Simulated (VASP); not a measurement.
Runs of VASP 6.6.1 on KBr. The structure is that of space group Fm-3m (No. 225), or close to it. The cells are those of the table. 

```csv
cell,gap on the mesh (eV),pressure (GPa)
"a = 4.715, b = 4.656, c = 4.656 Å, angles 59.2, 59.6, 59.6°, 2 atoms",5.07,0.2
"a = 4.744, b = 4.657, c = 4.657 Å, angles 58.8, 59.4, 59.4°, 2 atoms",5.05,0.2
"a = 4.685, b = 4.656, c = 4.656 Å, angles 59.6, 59.8, 59.8°, 2 atoms",5.08,0.2
"a = 4.540, b = 4.657, c = 4.657 Å, angles 61.7, 60.8, 60.8°, 2 atoms",(a),0.2
```

Alike in all rows: task single point; level r2SCAN; potentials or basis VASP PAW PBE potentials, release 64 (K_sv, Br); no spin polarisation; k mesh 6 × 6 × 6; cutoff (eV) 520; smearing gaussian 0.05 eV.

Problem. Estimate the missing entries.

Solution. (a) 5.03.

Caveats: the PAW data sets were made with another functional, which shifts forces and pressure a little.

A k mesh can miss the band edges, and the runs leave out spin-orbit coupling on Br.
